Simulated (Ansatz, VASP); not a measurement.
This is a calculation of NaF for VASP 6.6.1.

The input INCAR:

```
PREC = Accurate
ENCUT = 520
EDIFF = 1E-6
ISMEAR = -1
SIGMA = 0.05
LREAL = F
LASPH = T
NELM = 80
ALGO = Normal
ISIF = 2
LWAVE = F
LCHARG = F
GGA = PS
NBANDS = 14
```

File KPOINTS:

```
regular mesh
0
Gamma
  10 10 10
```

Contents of POSCAR:

```
NaF
1.0
    0.0000000000      2.3655017480      2.3655017480
    2.3655017480      0.0000000000      2.3655017480
    2.3655017480      2.3655017480      0.0000000000
Na F
1 1
Direct
    0.0000000000      0.0000000000      0.0000000000
    0.5000000000      0.5000000000      0.5000000000
```

Potentials or basis: VASP PAW PBE potentials, release 64 (Na_pv, F).

The run is started by

```console
$ cat potpaw_PBE.64/Na_pv/POTCAR potpaw_PBE.64/F/POTCAR > POTCAR
$ mpirun -np 1 vasp_std > vasp.out
```

Question: Translate it to Ansatz 0.2.0. Potentials there: all-electron LAPW, scalar-relativistic.

Answer: As run (the cutoff follows the program's own potentials):

input.yaml

```yaml
crystal:
  lattice:
    - [0.0, 2.365501748, 2.365501748]
    - [2.365501748, 0.0, 2.365501748]
    - [2.365501748, 2.365501748, 0.0]
  atoms:
    - { symbol: Na, position: [0.0, 0.0, 0.0] }
    - { symbol: F, position: [0.5, 0.5, 0.5] }
kpoints:
  mp_grid: { grid: [10, 10, 10] }
scf:
  occupations: { method: fermi_dirac, width: 0.05 }
hamiltonian:
  xc: pbesol
  pseudopotentials: { kind: all_electron, lapw: { basis_error: 0.001 } }
output:
  forces: true
  stress: true
  eigenvalues: true
```

Potentials or basis: all-electron LAPW, scalar-relativistic.

Run with:

```console
$ ansatz run input.yaml --threads 1 --pin off --max-ram 3072MiB --backend cpu --events-out ev --progress --plain --runs-dir out
```

Both were run:

|  | VASP | Ansatz | Ansatz less VASP |
| --- | --- | --- | --- |
| gap on the k mesh at the Fermi level (eV) | 5.85 | 5.86 | +0.011 |
| least direct gap on the mesh (eV) | 5.85 | 5.86 | +0.011 |
| pressure (GPa) | -2.9 | -2.7 | +0.15 |

VASP's potentials were made for PBE, not for PBEsol. Ansatz ran all-electron here, and VASP with PAW potentials.
